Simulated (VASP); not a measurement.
Here is a VASP 6.6.1 calculation.

The input INCAR:

```
SYSTEM = RbLa2Cl2
PREC     = Accurate       ! precision mode
ENCUT    = 520            ! plane-wave cutoff, eV
EDIFF    = 1E-7           ! SCF threshold, eV
ISMEAR   = 0              ! smearing method
SIGMA    = 0.1            ! smearing width, eV
LREAL    = .False.        ! projectors in reciprocal space
LASPH    = .True.         ! aspherical terms in the spheres
NELM     = 100            ! most SCF steps
ALGO     = Normal         ! electronic algorithm
ISIF     = 2              ! what is computed and relaxed
LWAVE    = .False.        ! write WAVECAR
LCHARG   = .True.         ! write CHGCAR
GGA      = PE             ! functional
LELF     = .True.         ! ELF
LVHAR    = .True.       
NBANDS   = 30             ! bands
```

The input KPOINTS:

```
Automatic mesh
0
Gamma
  4 4 4
  0 0 0
```

The input POSCAR:

```
RbLa2Cl2
1.0
   -2.9399934115      2.9399934115      5.9562774284
    2.9399934115     -2.9399934115      5.9562774284
    2.9399934115      2.9399934115     -5.9562774284
Rb La Cl
1 2 2
Direct
    0.0000000000      0.0000000000      0.0000000000
    0.3743067259      0.3743067259      0.0000000000
    0.6256932741      0.6256932741      0.0000000000
    0.5000000000      0.0000000000      0.5000000000
    0.0000000000      0.5000000000      0.5000000000
```

Potentials or basis: VASP PAW PBE potentials, release 64 (Rb_sv, La, Cl).

The run is started by

```console
$ cat potpaw_PBE.64/Rb_sv/POTCAR potpaw_PBE.64/La/POTCAR potpaw_PBE.64/Cl/POTCAR > POTCAR
$ mpirun -np 1 vasp_std > vasp.out
```

Q: What does it give for the band gap on the k mesh?

A: Zero (an odd number of electrons rules out a gap without spin polarisation).

Q: What does it give for the pressure?

A: -0.1 GPa.

Q: Predict the largest force.

A: 0.038 eV/Å.

Stress tensor (GPa, compression positive):
```
-0.14  0.00  0.00
 0.00 -0.14  0.00
 0.00  0.00  0.12
```

Caveat: spin-orbit coupling is left out, which moves the levels of the heavy elements; an odd number of electrons without spin polarisation forces a metal; a magnetic or distorted state may lie lower.
